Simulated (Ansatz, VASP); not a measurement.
# GaN in VASP and in Ansatz

INCAR

```
SYSTEM = GaN
PREC = Accurate ; ENCUT = 520
EDIFF = 1E-7 ; ISMEAR = 0
SIGMA = 0.01 ; LREAL = .False.
LASPH = .True. ; NELM = 150
ALGO = Normal ; ISIF = 2
LWAVE = .False. ; LCHARG = .False.
MAGMOM = 0 0 0 0 0 0 ; LORBIT = 11
LSORBIT = .True. ; GGA_COMPAT = .False.
LORBMOM = .True. ; GGA = PS
NBANDS = 30
```

The input KPOINTS:

```
Automatic mesh
0
Gamma
  10 10 10
  0 0 0
```

POSCAR

```
GaN
1.0
    2.2491372718      2.2491372718      0.0000000000
   -2.2491372718      2.2491372718      0.0000000000
    0.0000000000      2.2491372718      2.2491372718
Ga N
1 1
Direct
    0.0000000000      0.0000000000      0.0000000000
    0.2500000000      0.7500000000      0.5000000000
```

Input for Ansatz:

```yaml
crystal:
  lattice:
    - [2.2491372718, 2.2491372718, 0.0]
    - [-2.2491372718, 2.2491372718, 0.0]
    - [0.0, 2.2491372718, 2.2491372718]
  atoms:
    - { symbol: Ga, position: [0.0, 0.0, 0.0] }
    - { symbol: "N", position: [0.25, 0.75, 0.5] }
kpoints:
  mp_grid: { grid: [10, 10, 10] }
scf:
  occupations: { method: fixed }
  convergence: { dr2_threshold: 1.0e-10 }
hamiltonian:
  xc: pbesol
  pseudopotentials: { kind: all_electron, lapw: { basis_error: 0.0005 } }
magnetization:
  noncollinear: true
  spin_orbit: true
output:
  forces: true
  stress: true
  eigenstates:
    kpoints:
      - [0.0, 0.0, 0.0]
      - [-0.5, -0.5, -0.5]
      - [-0.5, 0.5, 0.0]
      - [0.0, 0.0, -0.5]
      - [0.0, -0.5, -0.5]
      - [0.0, 0.5, 0.0]
      - [-0.5, 0.0, 0.0]
      - [-0.5, 0.0, -0.5]
  eigenvalues: true
```

Change from the starting cell: unstrained.

Alike in both runs: task single point; functional PBEsol; k mesh 10 × 10 × 10; non-collinear spin, spin-orbit coupling.

|  | VASP | Ansatz |
| --- | --- | --- |
| version | VASP 6.6.1 | Ansatz 0.2.0 |
| potentials or method | VASP PAW PBE potentials, release 64 (Ga_d, N), cutoff 520 eV | all-electron LAPW |
| occupations | gaussian, width 0.01 eV | fixed |

Ansatz gave:

```
pressure (GPa) : -0.1
```

**Question.** Which values does VASP return?

**Answer.** Pressure (GPa): -0.3.

VASP's potentials were made for PBE, not for PBEsol. Ansatz ran all-electron here, and VASP with PAW potentials.
